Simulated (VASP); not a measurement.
Wanted: the native input for a VASP 6.6.1 run.

| Property | Result |
| --- | --- |
| Task | single point |
| Functional | LDA |
| Potentials or basis | VASP PAW LDA potentials, release 64 (Ti_sv, Te) |
| Cutoff | 520 eV |
| k mesh | 9 × 9 × 3 |
| Occupations | fermi-dirac, width 0.05 eV |
| Spin | no spin polarisation |
| Hubbard terms | Ti d U = 8.0 eV |
| Dipole correction | no |
| Further INCAR settings | ALGO = Normal; EDIFF = 1e-07; NBANDS = 19 |

The structure of TiTe2 lies in POSCAR:

```
TiTe2
1.0
    3.0255700000      0.0000000000      0.0000000000
    0.0000000000      3.0255700000      0.0000000000
    0.0000000000      0.0000000000      9.3016300000
Ti Te
1 2
Direct
    0.0000000000      0.0000000000      0.0000000000
    0.0000000000      0.0000000000      0.2943100000
    0.0000000000      0.0000000000      0.7056900000
```

One way to write it, as run:

INCAR

```
SYSTEM = TiTe2
PREC = Accurate
ENCUT = 520
EDIFF = 1E-7
ISMEAR = -1
SIGMA = 0.05
LREAL = .FALSE.
LASPH = .TRUE.
NELM = 150
ALGO = Normal
ISIF = 2
LWAVE = .FALSE.
LCHARG = .FALSE.
LMAXMIX = 4
LDAU = .TRUE.
LDAUTYPE = 2
LDAUL = 2 -1
LDAUU = 8 0
LDAUJ = 0 0
LDAUPRINT = 1
NBANDS = 19
```

KPOINTS

```
regular mesh
0
G
  9 9 3
  0 0 0
```

Potentials or basis: VASP PAW LDA potentials, release 64 (Ti_sv, Te).

The run is started by

```bash
$ cat potpaw_LDA.64/Ti_sv/POTCAR potpaw_LDA.64/Te/POTCAR > POTCAR
$ mpirun -np 1 vasp_std > vasp.out
```

Results of the run:

| Quantity | Value |
| --- | --- |
| Pressure | 3.9 GPa |
| Largest force | 0.430 eV/Å |
| Band gap on the k mesh | zero (band 12 reaches 8.92 eV, above the bottom of band 13 at 6.28 eV) |

Caveat: spin-orbit coupling is left out, which moves the levels of the heavy elements; U without spin polarisation on a metal has little footing; the U is typed as a test and isn't derived for this compound.

Run time: 4.5 min on 1 thread of Intel Xeon 8259CL, with other jobs on the host, peak memory 0.2 GiB.
